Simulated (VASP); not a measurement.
# BaTe (I4/mmm) in VASP: notebook, part 2 of 2

VASP 6.6.1. Earlier steps stand in the parts before.

### 3 Single point, PBE (epitaxial xy strain +5.0%)

INCAR

```
ALGO     = Normal         # electronic algorithm
EDIFF    = 1E-6           # SCF threshold, eV
ENCUT    = 520            # plane-wave cutoff, eV
GGA      = PE             # functional
ISIF     = 2              # what is computed and relaxed
ISMEAR   = 0              # smearing method
LASPH    = T              # aspherical terms in the spheres
LCHARG   = F              # write CHGCAR
LREAL    = F              # projectors in reciprocal space
LWAVE    = F              # write WAVECAR
NBANDS   = 15             # bands
NELM     = 60             # most SCF steps
PREC     = Accurate       # precision mode
SIGMA    = 0.01           # smearing width, eV
```

KPOINTS

```
k-points
0
Gamma
  4 4 4
```

POSCAR

```
BaTe
1.0
    0.0000000000      3.7090061762      3.4846684716
    3.7090061762      0.0000000000      3.4846684716
    3.7090061762      3.7090061762      0.0000000000
Ba Te
1 1
Direct
    0.0000000000      0.0000000000      0.0000000000
    0.5000000000      0.5000000000      0.5000000000
```

Potentials or basis: VASP PAW PBE potentials, release 64 (Ba_sv, Te).

Command:

```console
cat potpaw_PBE.64/Ba_sv/POTCAR potpaw_PBE.64/Te/POTCAR > POTCAR
mpirun -np 1 vasp_std > vasp.out
```

OUTCAR:

```text
EDIFF = 1E-6
   ENCUT = 520
   GGA = PE
   ISIF = 2
   ISMEAR = 0
   LASPH = T
   LREAL = F
   NELM = 60
   PREC = Accurate

 ion  position               nearest neighbor table
   1  0.000  0.000  0.000-   2 3.48   2 3.48   2 3.71   2 3.71   2 3.71   2 3.71
   2  0.500  0.500  0.500-   1 3.48   1 3.48   1 3.71   1 3.71   1 3.71   1 3.71

  LATTYP: Found a body centered tetragonal cell.
 ALAT       =     5.2453268373
 C/A-ratio  =     1.3286754399

  Lattice vectors:

 A1 = (   0.0000000000,  -3.7090061762,  -3.4846684716)
 A2 = (   0.0000000000,   3.7090061762,  -3.4846684716)
 A3 = (   3.7090061762,   0.0000000000,   3.4846684716)

Analysis of symmetry for initial positions (statically):
=====================================================================
 Subroutine PRICEL returns:
 Original cell was already a primitive cell.

 Routine SETGRP: Setting up the symmetry group for a
 body centered tetragonal supercell.

 Subroutine GETGRP returns: Found 16 space group operations
 (whereof 16 operations were pure point group operations)
 out of a pool of 16 trial point group operations.

The static configuration has the point symmetry D_4h.
[... 163 lines left out ...]
      5      -7.6953      2.00000
      6       1.5943      2.00000
      7       1.5943      2.00000
      8       1.7006      2.00000
      9       4.0346      0.00000
     10       4.4805      0.00000
     11       4.4805      0.00000
     12       4.8230      0.00000
     13       4.9790      0.00000
     14       5.3337      0.00000
[... 203 lines left out ...]
      2     -10.9386      2.00000
      3     -10.9146      2.00000
      4     -10.9146      2.00000
      5      -7.3310      2.00000
      6       0.3868      2.00000
      7       0.6918      2.00000
      8       0.6918      2.00000
      9       5.3315      0.00000
     10       5.3315      0.00000
     11       5.9531      0.00000
     12       6.1377      0.00000
     13       6.8437      0.00000
     14       9.3666      0.00000
     15       9.3667      0.00000

------------------------ aborting loop because EDIFF is reached ----------------------------------------

  FORCE on cell =-STRESS in cart. coord.  units (eV):
  Direction    XX          YY          ZZ          XY          YZ          ZX
  --------------------------------------------------------------------------------------
  -------------------------------------------------------------------------------------
  Total       -1.4375629     -1.4375629      0.2352094      0.0000000      0.0000000      0.0000000
  in kB      -24.0232007    -24.0232007      3.9305978      0.0000000      0.0000000      0.0000000
  external PRESSURE =     -14.7052679 kB  Pullay stress =       0.0000000 kB

 VOLUME and BASIS-vectors are now :
 -----------------------------------------------------------------------------
  energy-cutoff  :      520.00
  volume of cell :       95.88
      direct lattice vectors                 reciprocal lattice vectors
     0.000000000  3.709006176  3.484668472    -0.134807001  0.134807001  0.143485673
     3.709006176  0.000000000  3.484668472     0.134807001 -0.134807001  0.143485673
     3.709006176  3.709006176  0.000000000     0.134807001  0.134807001 -0.143485673

 POSITION                                       TOTAL-FORCE (eV/Angst)
 -----------------------------------------------------------------------------------
      0.00000      0.00000      0.00000        -0.000000      0.000000      0.000000
      3.70901      3.70901      3.48467         0.000000     -0.000000      0.000000
 -----------------------------------------------------------------------------------
    total drift:                                0.000000     -0.000000     -0.000000

  FREE ENERGIE OF THE ION-ELECTRON SYSTEM (eV)
  ---------------------------------------------------
  free  energy   TOTEN  =        -8.5496137777 eV

  energy  without entropy=       -8.5496137777  energy(sigma->0) =       -8.54961378
```

stdout:

```text
POSCAR found type information on POSCAR BaTe
 POSCAR found :  2 types and       2 ions
 scaLAPACK will be used
 LDA part: xc-table for (Slater+PW92), standard interpolation
 POSCAR, INCAR and KPOINTS ok, starting setup
 FFT: planning ... GRIDC
 FFT: planning ... GRID_SOFT
 FFT: planning ... GRID
 WAVECAR not read
 entering main loop
```

Run time: 35 s. Hardware: 1 thread of AMD EPYC 7R13, shared host; peak memory 0.2 GiB.

Results:

* Free energy: -8.5496 eV
* Pressure: -1.5 GPa
* Band gap on the k mesh: 1.65 eV (least direct gap 2.02 eV)

Stress tensor (GPa, compression positive):
```
-2.40  0.00  0.00
 0.00 -2.40  0.00
 0.00  0.00  0.39
```

Levels at points of the mesh, in eV from the valence-band top:
```
           k point  band 6  band 7  band 8  band 9  band 10  band 11
(0.00, 0.00, 0.00)   -0.11   -0.11    0.00    2.33     2.78     2.78
(0.50, 0.00, 0.00)   -2.03   -1.03   -1.00    3.94     4.38     4.54
(0.50, 0.50, 0.00)   -1.01   -0.54   -0.54    1.65     4.10     4.24
(0.50, 0.00, 0.50)   -1.21   -0.42   -0.37    1.66     3.87     4.39
```

Caveat: the cell differs from its parent crystal (epitaxial xy strain +5.0%); spin-orbit coupling is left out, which moves the levels of the heavy elements. A k mesh can miss the band edges.

### 4 Single point, PBE (epitaxial xy strain +3.0%)

INCAR

```
SYSTEM = BaTe
ALGO = Normal
EDIFF = 1E-6
ENCUT = 520
GGA = PE
ISIF = 2
ISMEAR = -1
LASPH = .True.
LCHARG = .False.
LREAL = .False.
LWAVE = .False.
NBANDS = 15
NELM = 60
PREC = Accurate
SIGMA = 0.02
```

KPOINTS

```
k-points
0
Gamma
  6 6 6
  0 0 0
```

POSCAR

```
BaTe
1.0
    0.0000000000      3.6383584395      3.5033386480
    3.6383584395      0.0000000000      3.5033386480
    3.6383584395      3.6383584395      0.0000000000
Ba Te
1 1
Direct
    0.0000000000      0.0000000000      0.0000000000
    0.5000000000      0.5000000000      0.5000000000
```

Command:

```console
cat potpaw_PBE.64/Ba_sv/POTCAR potpaw_PBE.64/Te/POTCAR > POTCAR
mpirun -np 1 vasp_std > vasp.out
```

Wall time 89 s (1 thread of AMD EPYC 7R13, shared host); peak memory 0.22 GiB.

The run converged. Its results:

* Free energy: -8.6032 eV
* Pressure: -0.9 GPa
* Band gap on the k mesh: 1.62 eV (least direct gap 2.00 eV)

Stress tensor (GPa, compression positive):
```
-1.58  0.00  0.00
 0.00 -1.58  0.00
 0.00  0.00  0.32
```

Levels at points of the mesh, in eV from the valence-band top:
| k point | band 6 | band 7 | band 8 | band 9 | band 10 | band 11 |
| --- | --- | --- | --- | --- | --- | --- |
| (0.00, 0.00, 0.00) | -0.07 | -0.07 | 0.00 | 2.52 | 2.84 | 2.84 |
| (0.50, 0.00, 0.00) | -2.08 | -1.04 | -1.03 | 4.02 | 4.51 | 4.64 |
| (0.50, 0.50, 0.00) | -1.06 | -0.48 | -0.48 | 1.62 | 4.26 | 4.30 |
| (0.50, 0.00, 0.50) | -1.19 | -0.42 | -0.37 | 1.63 | 4.09 | 4.42 |

Caveat: the cell differs from its parent crystal (epitaxial xy strain +3.0%); spin-orbit coupling is left out, which moves the levels of the heavy elements.

### 5 Single point, PBE (epitaxial xy strain +5.0%)

INCAR

```
PREC = Accurate
ENCUT = 520
EDIFF = 1E-6
ISMEAR = -1
SIGMA = 0.02
LREAL = F
LASPH = T
NELM = 100
ALGO = Normal
ISIF = 2
LWAVE = F
LCHARG = F
GGA = PE
NBANDS = 15
```

KPOINTS

```
Automatic mesh
0
Gamma
  6 6 6
```

POSCAR

```
BaTe
1.0
    0.0000000000      3.7090061762      3.4846684716
    3.7090061762      0.0000000000      3.4846684716
    3.7090061762      3.7090061762      0.0000000000
Ba Te
1 1
Direct
    0.0000000000      0.0000000000      0.0000000000
    0.5000000000      0.5000000000      0.5000000000
```

Potentials or basis: VASP PAW PBE potentials, release 64 (Ba_sv, Te).

Command:

```console
cat potpaw_PBE.64/Ba_sv/POTCAR potpaw_PBE.64/Te/POTCAR > POTCAR
mpirun -np 1 vasp_std > vasp.out
```

OUTCAR:

```text
PREC = Accurate
   ENCUT = 520
   EDIFF = 1E-6
   ISMEAR = -1
   LREAL = F
   LASPH = T
   NELM = 100
   ISIF = 2
   GGA = PE

 ion  position               nearest neighbor table
   1  0.000  0.000  0.000-   2 3.48   2 3.48   2 3.71   2 3.71   2 3.71   2 3.71
   2  0.500  0.500  0.500-   1 3.48   1 3.48   1 3.71   1 3.71   1 3.71   1 3.71

  LATTYP: Found a body centered tetragonal cell.
 ALAT       =     5.2453268373
 C/A-ratio  =     1.3286754399

  Lattice vectors:

 A1 = (   0.0000000000,  -3.7090061762,  -3.4846684716)
 A2 = (   0.0000000000,   3.7090061762,  -3.4846684716)
 A3 = (   3.7090061762,   0.0000000000,   3.4846684716)

Analysis of symmetry for initial positions (statically):
=====================================================================
 Subroutine PRICEL returns:
 Original cell was already a primitive cell.

 Routine SETGRP: Setting up the symmetry group for a
 body centered tetragonal supercell.

 Subroutine GETGRP returns: Found 16 space group operations
 (whereof 16 operations were pure point group operations)
 out of a pool of 16 trial point group operations.

The static configuration has the point symmetry D_4h.

Analysis of symmetry for dynamics (positions and initial velocities):
=====================================================================
 Subroutine PRICEL returns:
 Original cell was already a primitive cell.

 Routine SETGRP: Setting up the symmetry group for a
 body centered tetragonal supercell.

 Subroutine GETGRP returns: Found 16 space group operations
 (whereof 16 operations were pure point group operations)
 out of a pool of 16 trial point group operations.

The dynamic configuration has the point symmetry D_4h.

 Subroutine INISYM returns: Found 16 space group operations
 (whereof 16 operations are pure point group operations),
 and found     1 'primitive' translations

----------------------------------------------------------------------------------------

                                     Primitive cell

  volume of cell :      95.8753

  direct lattice vectors                    reciprocal lattice vectors
     0.000000000  3.709006176  3.484668472    -0.134807001  0.134807001  0.143485673
     3.709006176  0.000000000  3.484668472     0.134807001 -0.134807001  0.143485673
     3.709006176  3.709006176  0.000000000     0.134807001  0.134807001 -0.143485673

  length of vectors
     5.089169006  5.089169006  5.245326837     0.238608452  0.238608452  0.238608452

  position of ions in fractional coordinates (direct lattice)
     0.000000000  0.000000000  0.000000000
     0.500000000  0.500000000  0.500000000

  ion indices of the primitive-cell ions
   primitive index   ion index
                 1           1
                 2           2

----------------------------------------------------------------------------------------

 KPOINTS: Automatic mesh

Automatic generation of k-mesh.
 Grid dimensions read from file:
 generate k-points for:    6    6    6

 Generating k-lattice:

  Cartesian coordinates                     Fractional coordinates (reciprocal lattice)
    -0.022467834  0.022467834  0.023914279     0.166666667  0.000000000  0.000000000
     0.022467834 -0.022467834  0.023914279     0.000000000  0.166666667  0.000000000
     0.022467834  0.022467834 -0.023914279     0.000000000  0.000000000  0.166666667

  Length of vectors
     0.039768075  0.039768075  0.039768075

  Shift w.r.t. Gamma in fractional coordinates (k-lattice)
     0.000000000  0.000000000  0.000000000

 Subroutine IBZKPT returns following result:
 ===========================================

 Found     30 irreducible k-points:

 Following reciprocal coordinates:
            Coordinates               Weight
  0.000000  0.000000  0.000000      1.000000
  0.166667 -0.000000  0.000000      8.000000
  0.333333 -0.000000  0.000000      8.000000
  0.500000 -0.000000  0.000000      4.000000
  0.166667  0.166667  0.000000      2.000000
  0.333333  0.166667  0.000000      8.000000
[... 16 lines left out ...]
  0.333333  0.000000  0.333333      4.000000
  0.500000 -0.000000  0.333333     16.000000
 [... further k-points ...]
   k-points           NKPTS =     30   k-points in BZ     NKDIM =     30   number of bands    NBANDS=     15
   number of dos      NEDOS =    301   number of ions     NIONS =      2
   total plane-waves  NPLWV =  64000
   dimension x,y,z NGX =    40 NGY =   40 NGZ =   40
   dimension x,y,z NGXF=    80 NGYF=   80 NGZF=   80
   ions per type =               1   1
   NGX,Y,Z   is equivalent  to a cutoff of  13.07, 13.07, 12.68 a.u.
   NGXF,Y,Z  is equivalent  to a cutoff of  26.13, 26.13, 25.36 a.u.
 SYSTEM =  unknown system
   PREC   = accura    normal or accurate (medium, high low for compatibility)
   ISTART =      0    job   : 0-new  1-cont  2-samecut
   ICHARG =      2    charge: 1-file 2-atom 10-const
   ISPIN  =      1    spin polarized calculation?
   LNONCOLLINEAR =      F non collinear calculations
   LSORBIT =      F    spin-orbit coupling
   LASPH  =      T    aspherical Exc in radial PAW
   ENCUT  =  520.0 eV  38.22 Ry    6.18 a.u.   9.46  9.46  9.75*2*pi/ulx,y,z
   NELM   =    100;   NELMIN=  2; NELMDL= -5     # of ELM steps
   EDIFF  = 0.1E-05   stopping-criterion for ELM
   LREAL  =      F    real-space projection
   EDIFFG = 0.1E-04   stopping-criterion for IOM
   NSW    =      0    number of steps for IOM
   IBRION =     -1    ionic relax: 0-MD 1-quasi-New 2-CG
   NFREE  =      0    steps in history (QN), initial steepest desc. (CG)
   ISIF   =      2    stress and relaxation
   ISYM   =      2    0-nonsym 1-usesym 2-fastsym
   POTIM  = 0.5000    time-step for ionic-motion
   TEBEG  =    0.0;   TEEND  =   0.0 temperature during run
   PSTRESS=    0.0 pullay stress
   NELECT =      16.0000    total number of electrons
   NUPDOWN=      -1.0000    fix difference up-down
   EMIN   =  10.00;   EMAX   =-10.00  energy-range for DOS
   EFERMI =   0.00;   METHOD = LEGACY
   ISMEAR =    -1;   SIGMA  =   0.02  broadening in eV -4-tet -1-fermi 0-gaus
   EFERMI_NEDOS =   21; number of points for ismear=-14 and -15
   IALGO  =     38    algorithm
   IMIX   =      4    mixing-type and parameters
     AMIX     =   0.40;   BMIX     =  1.00
     AMIX_MAG =   1.60;   BMIX_MAG =  1.00
  volume/ion in A,a.u.               =      47.94       323.50
  Fermi-wavevector in a.u.,A,eV,Ry     =   0.901321  1.703249 11.053085  0.812379
  Thomas-Fermi vector in A             =   2.024387
   LORBIT       =      0    0 simple, 1 ext, 2 COOP (PROOUT), +10 PAW based schemes
   GGA     = PE    functional components
[... 5 lines left out ...]
 non-spin polarized calculation
  energy-cutoff  :      520.00
  volume of cell :       95.88
 maximum number of plane-waves:      2613
 NGX is ok and might be reduce to    40
   NGX = 19   NGY = 19   NGZ = 19

 number of electron      16.0000000 magnetization

 Free energy of the ion-electron system (eV)
  ---------------------------------------------------
  ext. energy  EPLUGINS =         0.00000000
  ---------------------------------------------------
  free energy    TOTEN  =        -8.55615778 eV

  energy without entropy =       -8.55615778  energy(sigma->0) =       -8.55615778

 E-fermi :   2.0714     XC(G=0):  -7.8024

 val. band max:        1.6952439607   @ k =   0.0000   0.0000   0.0000
 cond. band min:       3.3453209833   @ k =   0.5000   0.5000   0.0000
 fundamental gap:      1.6500770226
 Fermi energy:         2.0713594123

 k-point     1 :       0.0000    0.0000    0.0000
  band No.  band energies     occupation
      1     -25.6997      2.00000
      2     -10.8308      2.00000
      3     -10.8308      2.00000
      4     -10.8227      2.00000
      5      -7.7022      2.00000
      6       1.5890      2.00000
      7       1.5890      2.00000
      8       1.6952      2.00000
      9       4.0318      0.00000
     10       4.4798      0.00000
     11       4.4798      0.00000
     12       4.8229      0.00000
     13       4.9790      0.00000
     14       5.3332      0.00000
     15       8.5882      0.00000
[... 397 lines left out ...]
 k-point    24 :       0.5000   -0.0000    0.3333
  band No.  band energies     occupation
      1     -25.6914      2.00000
      2     -10.9606      2.00000
      3     -10.8963      2.00000
      4     -10.8624      2.00000
      5      -7.4533      2.00000
      6       0.3977      2.00000
      7       0.8980      2.00000
      8       1.1207      2.00000
      9       3.8772      0.00000
     10       5.9950      0.00000
     11       6.5133      0.00000
     12       6.6357      0.00000
     13       6.8080      0.00000
     14       6.9279      0.00000
     15       8.7061      0.00000

 [... further k-points ...]
[... 5 lines left out ...]
  --------------------------------------------------------------------------------------
  -------------------------------------------------------------------------------------
  Total       -1.4619648     -1.4619648      0.2067551      0.0000000      0.0000000     -0.0000000
  in kB      -24.4309817    -24.4309817      3.4550966      0.0000000      0.0000000     -0.0000000
  external PRESSURE =     -15.1356222 kB  Pullay stress =       0.0000000 kB

 VOLUME and BASIS-vectors are now :
 -----------------------------------------------------------------------------
  energy-cutoff  :      520.00
  volume of cell :       95.88
      direct lattice vectors                 reciprocal lattice vectors
     0.000000000  3.709006176  3.484668472    -0.134807001  0.134807001  0.143485673
     3.709006176  0.000000000  3.484668472     0.134807001 -0.134807001  0.143485673
     3.709006176  3.709006176  0.000000000     0.134807001  0.134807001 -0.143485673

 POSITION                                       TOTAL-FORCE (eV/Angst)
 -----------------------------------------------------------------------------------
      0.00000      0.00000      0.00000        -0.000000      0.000000      0.000000
      3.70901      3.70901      3.48467         0.000000     -0.000000      0.000000
 -----------------------------------------------------------------------------------
    total drift:                                0.000000     -0.000000     -0.000000

  FREE ENERGIE OF THE ION-ELECTRON SYSTEM (eV)
  ---------------------------------------------------
  free  energy   TOTEN  =        -8.5561577787 eV

  energy  without entropy=       -8.5561577786  energy(sigma->0) =       -8.55615778
```

stdout:

```text
POSCAR found type information on POSCAR BaTe
 POSCAR found :  2 types and       2 ions
 scaLAPACK will be used
 LDA part: xc-table for (Slater+PW92), standard interpolation
 POSCAR, INCAR and KPOINTS ok, starting setup
 FFT: planning ... GRIDC
 FFT: planning ... GRID_SOFT
 FFT: planning ... GRID
 WAVECAR not read
 entering main loop
```

Run time: 77 s. Hardware: 1 thread of AMD EPYC 7R13, shared host; peak memory 0.22 GiB.

What came out:

```yaml
Free_energy: -8.5562 eV
Pressure: -1.5 GPa
Band_gap_on_the_k_mesh: 1.65 eV (least direct gap 2.03 eV)
```

Stress tensor (GPa, compression positive):
```
-2.44  0.00  0.00
 0.00 -2.44  0.00
 0.00  0.00  0.35
```

Caveat: the cell differs from its parent crystal (epitaxial xy strain +5.0%); spin-orbit coupling is left out, which moves the levels of the heavy elements.

### 6 Summary

| cell | k mesh | smearing | gap on the mesh (eV) | pressure (GPa) |
| --- | --- | --- | --- | --- |
| a = 5.051, b = 5.051, c = 5.145 Å, angles 59.4, 59.4, 61.2°, 2 atoms | 4 × 4 × 4 | gaussian 0.01 eV | 1.62 | -0.9 |
| a = 5.089, b = 5.089, c = 5.245 Å, angles 59.0, 59.0, 62.0°, 2 atoms | 4 × 4 × 4 | gaussian 0.01 eV | 1.65 | -1.5 |
| a = 5.051, b = 5.051, c = 5.145 Å, angles 59.4, 59.4, 61.2°, 2 atoms | 6 × 6 × 6 | fermi-dirac 0.02 eV | 1.62 | -0.9 |
| a = 5.089, b = 5.089, c = 5.245 Å, angles 59.0, 59.0, 62.0°, 2 atoms | 6 × 6 × 6 | fermi-dirac 0.02 eV | 1.65 | -1.5 |

Alike in all rows: task single point; level PBE; potentials or basis VASP PAW PBE potentials, release 64 (Ba_sv, Te); no spin polarisation; cutoff (eV) 520.

Caveats: spin-orbit coupling is left out, which moves the levels of the heavy elements.

Total energies depend on the potentials used, so only differences within one code and one set of settings carry meaning.
